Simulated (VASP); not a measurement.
The system is Pd.

```
CELL_PARAMETERS angstrom
0.00000 1.98818 1.98818
1.98818 0.00000 1.98818
1.98818 1.98818 0.00000
ATOMIC_POSITIONS crystal
Pd 0.00000 0.00000 0.00000
```

* Program: VASP 6.6.1
* Task: relaxation of cell and atoms
* Functional: PBEsol
* Potentials or basis: VASP PAW PBE potentials, release 64 (Pd)
* Cutoff: 600 eV
* k mesh: 8 × 8 × 8
* Occupations: gaussian, width 0.1 eV
* Spin: no spin polarisation

At the start: pressure -12.3 GPa; volume 15.72 Å³/atom.

Task: Where does the relaxation end?

Result: Over 3 steps the energy falls by 46.7 meV/atom and the volume is 14.62 Å³/atom (-7.0 %); space group Fm-3m (No. 225, to 0.05 Å).

The path:
```tsv
step	energy change (eV)	largest force (eV/Å)	pressure (GPa)	volume (Å³)
1	0.0000	0.0000	-12.30	15.72
2	0.0695	0.0000	28.45	13.13
3	-0.0467	0.0000	-0.41	14.62
```

Final structure:
```yaml
crystal:
  lattice:
    - [0.00000, 1.94092, 1.94092]
    - [1.94092, 0.00000, 1.94092]
    - [1.94092, 1.94092, 0.00000]
  atoms:
    - { symbol: Pd, position: [0.00000, 0.00000, 0.00000] }
```

Caveat: the PAW data sets were made with another functional, which shifts forces and pressure a little.
